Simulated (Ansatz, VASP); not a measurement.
## Al6N in VASP and in Ansatz

```xyz
14
Lattice="5.7143 0.0000 0.0000 0.0000 5.7143 0.0000 0.0000 0.0000 22.1750" Properties=species:S:1:pos:R:3 pbc="T T T"
Al    1.4286    1.4286    4.0000
Al    1.4286    4.2857    4.0000
Al    4.2857    1.4286    4.0000
Al    4.2857    4.2857    4.0000
Al    0.0000    0.0000    6.0850
Al    0.0000    2.8572    6.0850
Al    2.8572    0.0000    6.0850
Al    2.8572    2.8572    6.0850
Al    1.4286    1.4286    8.1750
Al    1.4286    4.2857    8.1750
Al    4.2857    1.4286    8.1750
Al    4.2857    4.2857    8.1750
N     1.7577    2.8572    9.6150
N     3.9567    2.8572    9.6150
```

Alike in both runs: task single point; functional PBE; k mesh 5 × 5 × 1; occupations gaussian, width 0.1 eV; no spin polarisation.

```csv
,VASP,Ansatz
version,VASP 6.6.1,Ansatz 0.2.0
potentials or method,"VASP PAW PBE potentials, release 64 (Al, N), cutoff 520 eV","scalar-relativistic, plane waves, PAW"
valence electrons in the cell,46,46
```

Ansatz gave:

```
gap on the k mesh at the Fermi level (eV)  : none
rms of the force components (eV/Å)         : 0.785
work function, face that differs most (eV) : 6.51
```

Task: Estimate VASP's values.

Result: gap on the k mesh at the Fermi level (eV): none; rms of the force components (eV/Å): 0.782; work function, face that differs most (eV): 6.51.

Atom by atom the forces differ by 0.003 eV/Å (rms over components). A gap of «none» marks a metal or a gap that the smearing closes. With one functional, cell and mesh, what is left measures potentials, basis and numerics.
